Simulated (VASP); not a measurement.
A run of VASP 6.6.1:

Contents of INCAR:

```
SYSTEM = Cu3O2
ALGO = Normal ; EDIFF = 1E-7
ENCUT = 520 ; GGA = PE
ISIF = 2 ; ISMEAR = 0
LASPH = .True. ; LCHARG = .False.
LREAL = .False. ; LWAVE = .False.
NBANDS = 30 ; NELM = 60
PREC = Accurate ; SIGMA = 0.15
```

KPOINTS

```
k-points
0
Gamma
  14 14 14
  0 0 0
```

Contents of POSCAR:

```
Cu3O2
1.0
   -2.0943500000      2.0943500000      3.7686000000
    2.0943500000     -2.0943500000      3.7686000000
    2.0943500000      2.0943500000     -3.7686000000
Cu O
3 2
Direct
    0.2500000000      0.7500000000      0.5000000000
    0.7500000000      0.2500000000      0.5000000000
    0.0000000000      0.0000000000      0.0000000000
    0.0000000000      0.5000000000      0.5000000000
    0.5000000000      0.0000000000      0.5000000000
```

Potentials or basis: VASP PAW PBE potentials, release 64 (Cu, O).

Run with:

```bash
$ cat potpaw_PBE.64/Cu/POTCAR potpaw_PBE.64/O/POTCAR > POTCAR
$ mpirun -np 1 vasp_std > vasp.out
```

Hardware: 1 thread of Intel Xeon 8259CL (shared host).

Q: How long does it take, and how much memory?

A: Wall time 24 min on 1 thread of Intel Xeon 8259CL, on a shared host, peak memory 0.49 GiB. Counts: scf iterations 18, k points 244.
